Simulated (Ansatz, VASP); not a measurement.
## Be: VASP beside Ansatz

```
Be
1.0
     2.14392    0.00000    0.00000
    -1.07196    1.85669    0.00000
     0.00000    0.00000    2.45535
Be
1
Direct
  0.00000 0.00000 0.00000
```

Alike in both runs: functional PBE; k mesh 30 × 30 × 22; occupations gaussian, width 0.1 eV; no spin polarisation.

Ansatz relaxed the structure, and its values are those at the end. VASP's run is a single point on that final structure, the one shown.

|  | VASP | Ansatz |
| --- | --- | --- |
| version | VASP 6.6.1 | Ansatz 0.2.0 |
| potentials or method | VASP PAW PBE potentials, release 64 (Be), cutoff 520 eV | scalar-relativistic, plane waves, PAW |
| valence electrons in the cell | 2 | 2 |

VASP gave:

```
gap on the k mesh at the Fermi level (eV) : none
pressure (GPa)                            : 0.1
```

**Question.** What did Ansatz give for the same quantities?

**Answer.** gap on the k mesh at the Fermi level (eV): none; pressure (GPa): 0.0.

A gap of «none» marks a metal or a gap that the smearing closes.
